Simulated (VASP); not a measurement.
Runs of VASP 6.6.1 on Sr. The structure is that of space group I4/mmm (No. 139), or close to it. The cells are those of the table. 

| cell | gap on the mesh (eV) | pressure (GPa) |
| --- | --- | --- |
| a = 4.359, b = 4.359, c = 4.195 Å, angles 61.2, 61.2, 57.5°, 1 atom | none | -0.9 |
| a = 4.411, b = 4.411, c = 4.518 Å, angles 59.2, 59.2, 61.6°, 1 atom | none | -1.6 |
| a = 4.308, b = 4.308, c = 4.518 Å, angles 58.4, 58.4, 63.2°, 1 atom | none | (a) |
| a = 4.359, b = 4.359, c = 4.518 Å, angles 58.8, 58.8, 62.4°, 1 atom | none | -1.5 |
| a = 4.252, b = 4.252, c = 4.410 Å, angles 58.8, 58.8, 62.5°, 1 atom | none | -0.9 |
| a = 4.304, b = 4.304, c = 4.410 Å, angles 59.2, 59.2, 61.6°, 1 atom | none | -1.1 |

Alike in all rows: task single point; level PBEsol; potentials or basis VASP PAW PBE potentials, release 64 (Sr_sv); no spin polarisation; k mesh 10 × 10 × 10; cutoff (eV) 520; smearing gaussian 0.03 eV.

Question: Estimate the missing entries.

Answer: (a) -1.3.

Caveats: the PAW data sets were made with another functional, which shifts forces and pressure a little.

A k mesh can miss the band edges, and the runs leave out spin-orbit coupling on Sr.

A gap of «none» marks levels without a gap at the run's occupations.
